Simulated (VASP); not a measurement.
# GaSb3 (I4mm) in VASP: a series of runs

The runs below take GaSb3 through single point, with PBE+D3(BJ).

Everything below comes from runs of VASP 6.6.1. Logs are shortened: lines on timing, memory, paths and dates and some standing lists are left out, and cuts for length are marked.

## Step 1: The cell of the first run

Symmetry: I4mm, No. 107, tetragonal system. The conventional cell has a = 5.159 Å, b = 5.159 Å, c = 7.296 Å, α = 90.00°, β = 90.00°, γ = 90.00°. Within 4.1 Å of Ga (site symmetry 4mm) lie 14 Sb at 3.12 to 3.72 Å. Within 4.1 Å of Sb (site symmetry 2mm) lie 4 Ga at 3.12 to 3.20 Å and 10 Sb at 3.16 to 3.65 Å. Within 4.2 Å of Sb (site symmetry 4mm) lie 8 Sb at 3.16 Å and 6 Ga at 3.57 to 3.72 Å.

## Step 2: Single point, PBE+D3(BJ) (all Sb atoms moved +0.075 Å, as atom 2 along Cartesian [0 1 0])

Contents of INCAR:

```
SYSTEM = GaSb3
PREC     = Accurate       ! precision mode
ENCUT    = 520            ! plane-wave cutoff, eV
EDIFF    = 1E-6           ! SCF threshold, eV
ISMEAR   = 0              ! smearing method
SIGMA    = 0.15           ! smearing width, eV
LREAL    = .False.        ! projectors in reciprocal space
LASPH    = .True.         ! aspherical terms in the spheres
NELM     = 80             ! most SCF steps
ALGO     = Normal         ! electronic algorithm
ISIF     = 2              ! what is computed and relaxed
LWAVE    = .False.        ! write WAVECAR
LCHARG   = .False.        ! write CHGCAR
GGA      = PE             ! functional
IVDW     = 12             ! dispersion correction
NBANDS   = 22             ! bands
```

Contents of KPOINTS:

```
Automatic mesh
0
Gamma
  12 12 12
  0 0 0
```

Contents of POSCAR:

```
GaSb3
1.0
    0.0000000000      3.6478901005      3.6478901005
    3.6478901005      0.0000000000      3.6478901005
    3.6478901005      3.6478901005      0.0000000000
Ga Sb
1 3
Direct
    0.0000000000      0.0000000000      0.0000000000
    0.2602799150      0.2397200850      0.2602799150
    0.7602799150      0.7397200850      0.7602799150
    0.5102799150      0.4897200850      0.5102799150
```

Potentials or basis: VASP PAW PBE potentials, release 64 (Ga_d, Sb).

Command:

```
cat potpaw_PBE.64/Ga_d/POTCAR potpaw_PBE.64/Sb/POTCAR > POTCAR
mpirun -np 1 vasp_std > vasp.out
```

OUTCAR:

```text
SYSTEM = GaSb3
   PREC = Accurate
   ENCUT = 520
   EDIFF = 1E-6
   ISMEAR = 0
   LREAL = .False.
   LASPH = .True.
   NELM = 80
   ISIF = 2
   GGA = PE
   IVDW = 12
 IVDW          = 12

 ion  position               nearest neighbor table
   1  0.000  0.000  0.000-   3 3.12   3 3.12   2 3.12   2 3.12   3 3.20   3 3.20   2 3.20   2 3.20

   2  0.260  0.240  0.260-   1 3.12   1 3.12   4 3.16   4 3.16   4 3.16   4 3.16   1 3.20   1 3.20
                             3 3.65   3 3.65   3 3.65   3 3.65   3 3.65   3 3.65
   3  0.760  0.740  0.760-   1 3.12   1 3.12   4 3.16   4 3.16   4 3.16   4 3.16   1 3.20   1 3.20
                             2 3.65   2 3.65   2 3.65   2 3.65   2 3.65   2 3.65
   4  0.510  0.490  0.510-   2 3.16   3 3.16   2 3.16   2 3.16   2 3.16   3 3.16   3 3.16   3 3.16

  LATTYP: Found a face centered cubic cell.
 ALAT       =     7.2957802010

  Lattice vectors:

 A1 = (   0.0000000000,   3.6478901005,   3.6478901005)
 A2 = (   3.6478901005,   0.0000000000,   3.6478901005)
 A3 = (   3.6478901005,   3.6478901005,   0.0000000000)

Analysis of symmetry for initial positions (statically):
=====================================================================
 Subroutine PRICEL returns:
 Original cell was already a primitive cell.

 Routine SETGRP: Setting up the symmetry group for a
 face centered cubic supercell.

 Subroutine GETGRP returns: Found  8 space group operations
 (whereof  8 operations were pure point group operations)
 out of a pool of 48 trial point group operations.

The static configuration has the point symmetry C_4v.

Analysis of symmetry for dynamics (positions and initial velocities):
=====================================================================
 Subroutine PRICEL returns:
 Original cell was already a primitive cell.

 Routine SETGRP: Setting up the symmetry group for a
 face centered cubic supercell.

 Subroutine GETGRP returns: Found  8 space group operations
 (whereof  8 operations were pure point group operations)
 out of a pool of 48 trial point group operations.

The dynamic configuration has the point symmetry C_4v.

 Subroutine INISYM returns: Found  8 space group operations
 (whereof  8 operations are pure point group operations),
 and found     1 'primitive' translations

----------------------------------------------------------------------------------------

                                     Primitive cell

  volume of cell :      97.0857

  direct lattice vectors                    reciprocal lattice vectors
     0.000000000  3.647890101  3.647890101    -0.137065533  0.137065533  0.137065533
     3.647890101  0.000000000  3.647890101     0.137065533 -0.137065533  0.137065533
     3.647890101  3.647890101  0.000000000     0.137065533  0.137065533 -0.137065533

[... 93 lines left out ...]
   ISIF   =      2    stress and relaxation
   ISYM   =      2    0-nonsym 1-usesym 2-fastsym
   POTIM  = 0.5000    time-step for ionic-motion
   TEBEG  =    0.0;   TEEND  =   0.0 temperature during run
   PSTRESS=    0.0 pullay stress
   NELECT =      28.0000    total number of electrons
   NUPDOWN=      -1.0000    fix difference up-down
   EMIN   =  10.00;   EMAX   =-10.00  energy-range for DOS
   EFERMI =   0.00;   METHOD = LEGACY
   ISMEAR =     0;   SIGMA  =   0.15  broadening in eV -4-tet -1-fermi 0-gaus
   EFERMI_NEDOS =   21; number of points for ismear=-14 and -15
   IALGO  =     38    algorithm
   IMIX   =      4    mixing-type and parameters
     AMIX     =   0.40;   BMIX     =  1.00
     AMIX_MAG =   1.60;   BMIX_MAG =  1.00
  volume/ion in A,a.u.               =      24.27       163.79
  Fermi-wavevector in a.u.,A,eV,Ry     =   1.081623  2.043970 15.917558  1.169908
  Thomas-Fermi vector in A             =   2.217644
   LORBIT       =      0    0 simple, 1 ext, 2 COOP (PROOUT), +10 PAW based schemes
   GGA     = PE    functional components
   LHFCALC =     F    Hartree Fock is set to
   AEXX    =    0.0000 exact exchange contribution
   IVDW    =    12    specifies the selected vdW correction
   LEPSILON=     F    determine dielectric tensor
   LRPA    =     F    only Hartree local field effects (RPA)
 non-spin polarized calculation
 Gauss-broadening in eV      SIGMA  =   0.15
  energy-cutoff  :      520.00
  volume of cell :       97.09
 maximum number of plane-waves:      2685
   NGX = 19   NGY = 19   NGZ = 19

 number of electron      27.9999993 magnetization

 Free energy of the ion-electron system (eV)
  ---------------------------------------------------
  ext. energy  EPLUGINS =         0.00000000
  ---------------------------------------------------
  free energy    TOTEN  =       -14.48424561 eV

  energy without entropy =      -14.45984150  energy(sigma->0) =      -14.47204355

 E-fermi :   8.2552     XC(G=0): -10.4909

 val. band max:        8.2429766738   @ k =   0.2500   0.0000   0.4167
 cond. band min:       8.2735832212   @ k =  -0.4167   0.3333   0.1667
 fundamental gap:      0.0306065474
 Fermi energy:         8.2552175279

 k-point     1 :       0.0000    0.0000    0.0000
  band No.  band energies     occupation
      1      -6.5614      2.00000
      2      -6.5614      2.00000
      3      -6.5613      2.00000
      4      -6.5457      2.00000
      5      -6.5450      2.00000
      6      -4.6683      2.00000
[... 589 lines left out ...]
     21      13.6941      0.00000
     22      14.2082      0.00000

 [... further k-points ...]

------------------------ aborting loop because EDIFF is reached ----------------------------------------

 Edisp (eV)   -1.91742

 E8    (eV) :    -0.8850

  FORCE on cell =-STRESS in cart. coord.  units (eV):
  Direction    XX          YY          ZZ          XY          YZ          ZX
  --------------------------------------------------------------------------------------
  -------------------------------------------------------------------------------------
  Total       0.21005     0.18984     0.21005     0.00000     0.00000     0.00000
  in kB       3.46634     3.13288     3.46634     0.00000     0.00000     0.00000
  external pressure =        3.36 kB  Pullay stress =        0.00 kB

 VOLUME and BASIS-vectors are now :
 -----------------------------------------------------------------------------
  energy-cutoff  :      520.00
  volume of cell :       97.09
      direct lattice vectors                 reciprocal lattice vectors
     0.000000000  3.647890101  3.647890101    -0.137065533  0.137065533  0.137065533
     3.647890101  0.000000000  3.647890101     0.137065533 -0.137065533  0.137065533
     3.647890101  3.647890101  0.000000000     0.137065533  0.137065533 -0.137065533

 POSITION                                       TOTAL-FORCE (eV/Angst)
 -----------------------------------------------------------------------------------
      0.00000      0.00000      0.00000         0.000000      0.134254      0.000000
      1.82395      1.89895      1.82395        -0.000000     -0.024705     -0.000000
      5.47184      5.54684      5.47184         0.000000     -0.024705      0.000000
      3.64789      3.72289      3.64789         0.000000     -0.084843      0.000000
 -----------------------------------------------------------------------------------
    total drift:                                0.000000     -0.000547      0.000000

  FREE ENERGIE OF THE ION-ELECTRON SYSTEM (eV)
  ---------------------------------------------------
  free  energy   TOTEN  =       -16.4016641629 eV

  energy  without entropy=      -16.3772600523  energy(sigma->0) =      -16.38946211
```

OSZICAR:

```text
N       E                     dE             d eps       ncg     rms          rms(c)
DAV:   1     0.162465423440E+03    0.16247E+03   -0.11687E+04  7438   0.136E+03
DAV:   2     0.140703263604E+01   -0.16106E+03   -0.15459E+03  7878   0.327E+02
DAV:   3    -0.140611368585E+02   -0.15468E+02   -0.15011E+02  8852   0.831E+01
DAV:   4    -0.145012711258E+02   -0.44013E+00   -0.43791E+00  8128   0.144E+01
DAV:   5    -0.145117633689E+02   -0.10492E-01   -0.10490E-01  9108   0.233E+00    0.357E+00
DAV:   6    -0.144911855149E+02    0.20578E-01   -0.32580E-02  9198   0.176E+00    0.200E+00
DAV:   7    -0.144844062294E+02    0.67793E-02   -0.21392E-02  8736   0.102E+00    0.145E-01
DAV:   8    -0.144842180225E+02    0.18821E-03   -0.18684E-03  8650   0.405E-01    0.736E-02
DAV:   9    -0.144842425818E+02   -0.24559E-04   -0.16732E-04  8812   0.885E-02    0.185E-02
DAV:  10    -0.144842456972E+02   -0.31154E-05   -0.15456E-05  8348   0.421E-02    0.756E-03
DAV:  11    -0.144842456068E+02    0.90384E-07   -0.12666E-06  5628   0.887E-03
   1 F= -.16401664E+02 E0= -.16389462E+02  d E =-.244041E-01
```

It took 4.6 min on 1 thread of Intel Xeon 6975P-C, shared host; peak memory 0.49 GiB.

What came out:

```yaml
Free_energy: -16.4017 eV
Pressure: 0.3 GPa
Largest_force: 0.134 eV/Å
Band_gap_on_the_k_mesh: zero (band 14 reaches 9.83 eV, above the bottom of band 15 at 5.71 eV)
Dispersion_energy_per_atom: -0.479 eV
```

Forces in eV/Å, atoms in the order of the input:
```
Ga   0.000  0.134  0.000
Sb   0.000 -0.025  0.000
Sb   0.000 -0.025  0.000
Sb   0.000 -0.085  0.000
```

Caveat: the cell differs from its parent crystal (all Sb atoms moved +0.075 Å, as atom 2 along Cartesian [0 1 0]); spin-orbit coupling is left out, which moves the levels of the heavy elements; pairwise dispersion overbinds metals, which lowers pressure and volume.

## Step 3: Single point, PBE+D3(BJ) (all Sb atoms moved +0.025 Å, as atom 2 along Cartesian [0 1 0])

Contents of INCAR:

```
ALGO = Normal ; EDIFF = 1E-7
ENCUT = 520 ; GGA = PE
ISIF = 2 ; ISMEAR = 0
IVDW = 12 ; LASPH = T
LCHARG = T ; LELF = T
LREAL = F ; LVHAR = T
LWAVE = F ; NBANDS = 22
NELM = 80 ; PREC = Accurate
SIGMA = 0.15
```

Contents of KPOINTS:

```
k-points
0
Gamma
  12 12 12
```

Contents of POSCAR:

```
GaSb3
1.0
    0.0000000000      3.6478901005      3.6478901005
    3.6478901005      0.0000000000      3.6478901005
    3.6478901005      3.6478901005      0.0000000000
Ga Sb
1 3
Direct
    0.0000000000      0.0000000000      0.0000000000
    0.2534266383      0.2465733617      0.2534266383
    0.7534266383      0.7465733617      0.7534266383
    0.5034266383      0.4965733617      0.5034266383
```

Potentials or basis: VASP PAW PBE potentials, release 64 (Ga_d, Sb).

Command:

```
cat potpaw_PBE.64/Ga_d/POTCAR potpaw_PBE.64/Sb/POTCAR > POTCAR
mpirun -np 1 vasp_std > vasp.out
```

Wall time 5 min (1 thread of Intel Xeon 6975P-C, shared host); peak memory 0.49 GiB.

The run converged. Its results:

* Free energy: -16.4061 eV
* Pressure: 0.3 GPa
* Largest force: 0.045 eV/Å
* Band gap on the k mesh: zero (band 14 reaches 9.83 eV, above the bottom of band 15 at 5.70 eV)
* Dispersion energy per atom: -0.479 eV

Forces on the atoms (eV/Å):
```
Ga   0.000  0.045  0.000
Sb   0.000 -0.008  0.000
Sb   0.000 -0.008  0.000
Sb   0.000 -0.028  0.000
```

Levels at points of the mesh, in eV from the Fermi level:
| k point | band 12 | band 13 | band 14 | band 15 | band 16 | band 17 |
| --- | --- | --- | --- | --- | --- | --- |
| (0.00, 0.00, 0.00) | -2.74 | -2.56 | -2.56 | -2.56 | -0.78 | -0.78 |
| (0.50, 0.00, 0.00) | -2.81 | -2.81 | -0.21 | 0.14 | 2.19 | 2.19 |
| (0.50, 0.50, 0.00) | 0.90 | 1.17 | 1.17 | 1.26 | 2.02 | 2.02 |
| (0.50, 0.00, 0.50) | 0.90 | 1.17 | 1.17 | 1.26 | 2.02 | 2.02 |

Caveat: the cell differs from its parent crystal (all Sb atoms moved +0.025 Å, as atom 2 along Cartesian [0 1 0]); spin-orbit coupling is left out, which moves the levels of the heavy elements; pairwise dispersion overbinds metals, which lowers pressure and volume.
